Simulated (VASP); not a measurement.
A run of VASP 6.6.1 is set up as follows.

The input INCAR:

```
PREC = Accurate
ENCUT = 520
EDIFF = 1E-6
ISMEAR = 0
SIGMA = 0.1
LREAL = False
LASPH = True
NELM = 80
ALGO = Fast
ISIF = 2
LWAVE = False
LCHARG = False
GGA = PS
NBANDS = 36
```

File KPOINTS:

```
regular mesh
0
Gamma
  6 6 4
```

File POSCAR:

```
W
1.0
    3.5666650252      0.0000000000      0.0000000000
   -1.7833325126      3.0888225186      0.0000000000
    0.0000000000      0.0000000000      5.8849972916
W
4
Direct
    0.3333333333      0.6666666667      0.4375000000
    0.6666666667      0.3333333333      0.9375000000
    0.6666666667      0.3333333333      0.5625000000
    0.3333333333      0.6666666667      0.0625000000
```

Potentials or basis: VASP PAW PBE potentials, release 64 (W_sv).

Run with:

```console
$ cat potpaw_PBE.64/W_sv/POTCAR > POTCAR
$ mpirun -np 1 vasp_std > vasp.out
```

Problem. Predict the largest force.

Solution. 1.955 eV/Å.

Problem. Predict the pressure.

Solution. 112.0 GPa.

Problem. What does it give for the band gap on the k mesh?

Solution. Zero (bands 28 and 29 overlap by 1.21 eV).

Forces on the atoms (eV/Å):
```
W    0.000  0.000 -1.955
W    0.000  0.000 -1.955
W    0.000  0.000  1.955
W    0.000  0.000  1.955
```

Caveat: the cell stands under pressure; the PAW data sets were made with another functional, which shifts forces and pressure a little; spin-orbit coupling is left out, which moves the levels of the heavy elements.
